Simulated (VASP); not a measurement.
CdW:

```
Cd W
1.0
     3.33500    0.00000    0.00000
     0.00000    3.33500    0.00000
     0.00000    0.00000    3.33500
Cd W
1 1
Direct
  0.00000 0.00000 0.00000
  0.50000 0.50000 0.50000
```

* Program: VASP 6.6.1
* Task: relaxation of volume and atoms at fixed shape
* Functional: r2SCAN
* Potentials or basis: VASP PAW PBE potentials, release 64 (Cd, W_sv)
* Cutoff: 600 eV
* k mesh: 6 × 6 × 6
* Occupations: fermi-dirac, width 0.1 eV
* Spin: no spin polarisation

At the start: pressure -10.2 GPa; volume 18.55 Å³/atom.

Problem. How do energy, volume and symmetry change on relaxing?

Solution. Over 4 steps the energy falls by 40.4 meV/atom and the volume is 17.37 Å³/atom (-6.3 %); space group Pm-3m (No. 221, to 0.05 Å).

Step by step:
| step | energy change (eV) | largest force (eV/Å) | pressure (GPa) | volume (Å³) |
| --- | --- | --- | --- | --- |
| 1 | 0.0000 | 0.0000 | -10.24 | 37.09 |
| 2 | 0.1890 | 0.0000 | 26.49 | 31.09 |
| 3 | -0.0808 | 0.0000 | -0.37 | 34.80 |
| 4 | -0.0808 | 0.0000 | -0.06 | 34.74 |

Final structure:
```
Cd W
1.0
     3.26291    0.00000    0.00000
     0.00000    3.26291    0.00000
     0.00000    0.00000    3.26291
Cd W
1 1
Direct
  0.00000 0.00000 0.00000
  0.50000 0.50000 0.50000
```

Caveat: the PAW data sets were made with another functional, which shifts forces and pressure a little.
